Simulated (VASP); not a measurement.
## MgO: single point with PBE

The system is MgO.

```
Mg O
1.0
    -0.00351    2.10850    2.10850
     2.10850   -0.00351    2.10850
     2.10499    2.10499    0.00000
Mg O
1 1
Cartesian
  0.0000 0.0000 0.0000
  2.1050 2.1050 2.1085
```

```
Program                : VASP 6.6.1
Task                   : single point
Functional             : PBE
Potentials or basis    : VASP PAW PBE potentials, release 64 (Mg_sv, O)
Cutoff                 : 840 eV
k mesh                 : 8 × 8 × 8
Occupations            : fermi-dirac, width 0.02 eV
Spin                   : no spin polarisation
Dipole correction      : no
Further INCAR settings : ALGO = Normal; EDIFF = 1e-06; NBANDS = 15
```

```yaml
Pressure: 4.2 GPa
Band_gap_on_the_k_mesh: 4.69 eV
```

Stress tensor (GPa, compression positive):
```
4.19 0.48 0.00
0.48 4.19 0.00
0.00 0.00 4.19
```

Levels at points of the mesh, in eV from the valence-band top:
| k point | band 5 | band 6 | band 7 | band 8 | band 9 | band 10 | band 11 | band 12 |
| --- | --- | --- | --- | --- | --- | --- | --- | --- |
| (0.00, 0.00, 0.00) | -17.24 | -0.02 | -0.01 | 0.00 | 4.69 | 15.73 | 15.77 | 15.82 |
| (0.50, 0.00, 0.00) | -15.94 | -4.61 | -0.66 | -0.65 | 7.88 | 12.55 | 16.29 | 16.32 |
| (0.50, 0.50, 0.00) | -15.72 | -4.05 | -1.37 | -1.33 | 9.11 | 9.95 | 13.05 | 18.89 |
| (0.00, 0.00, 0.50) | -15.93 | -4.60 | -0.68 | -0.66 | 7.86 | 12.58 | 16.24 | 16.28 |
| (0.50, 0.00, 0.50) | -15.72 | -4.05 | -1.35 | -1.35 | 9.11 | 9.95 | 13.05 | 18.93 |

Run time: 24 s on 1 thread of Intel(R) Xeon(R) Platinum 8488C (Sapphire Rapids), on a shared host, peak memory 0.18 GiB.

Caveat: the cell stands under pressure. Expect the measured gap to be larger: semilocal functionals such as PBE lack the derivative discontinuity.
